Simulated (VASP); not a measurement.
WC (rocksalt type): single point with PBE

WC (rocksalt type):

```
W C
1.0
     0.00000    1.86580    1.86580
     1.86580    0.00000    1.86580
     1.86580    1.86580    0.00000
W C
1 1
Direct
  0.00000 0.00000 0.00000
  0.50000 0.50000 0.50000
```

| Property | Result |
| --- | --- |
| Program | VASP 6.6.1 |
| Task | single point |
| Functional | PBE |
| Potentials or basis | VASP PAW PBE potentials, release 64 (W_sv, C) |
| Cutoff | 520 eV |
| k mesh | 18 × 18 × 18 |
| Occupations | fermi-dirac, width 0.1 eV |
| Spin | no spin polarisation |
| Dipole correction | no |
| Further INCAR settings | ALGO = Normal; EDIFF = 1e-06; NBANDS = 16 |

```json
{"Pressure": "490.7 GPa", "Band gap on the k mesh": "zero (band 9 reaches 23.60 eV, above the bottom of band 10 at 17.23 eV)"}
```

Levels at points of the mesh, in eV from the Fermi level:
| k point | band 6 | band 7 | band 8 | band 9 | band 10 | band 11 | band 12 | band 13 |
| --- | --- | --- | --- | --- | --- | --- | --- | --- |
| (0.00, 0.00, 0.00) | -5.09 | -5.09 | -5.09 | -2.11 | -2.11 | -2.11 | -1.42 | -1.42 |
| (0.50, 0.00, 0.00) | -10.81 | -10.81 | -10.63 | 2.52 | 2.52 | 5.08 | 5.62 | 14.74 |
| (0.50, 0.50, 0.00) | -10.54 | -5.24 | -2.75 | -2.75 | 2.26 | 5.13 | 5.13 | 12.39 |

It took 20 s on 1 thread of AMD EPYC 9R45 96-Core Processor (Zen 5), with other jobs on the host, peak memory 0.13 GiB.

Caveat: spin-orbit coupling is left out, which moves the levels of the heavy elements.
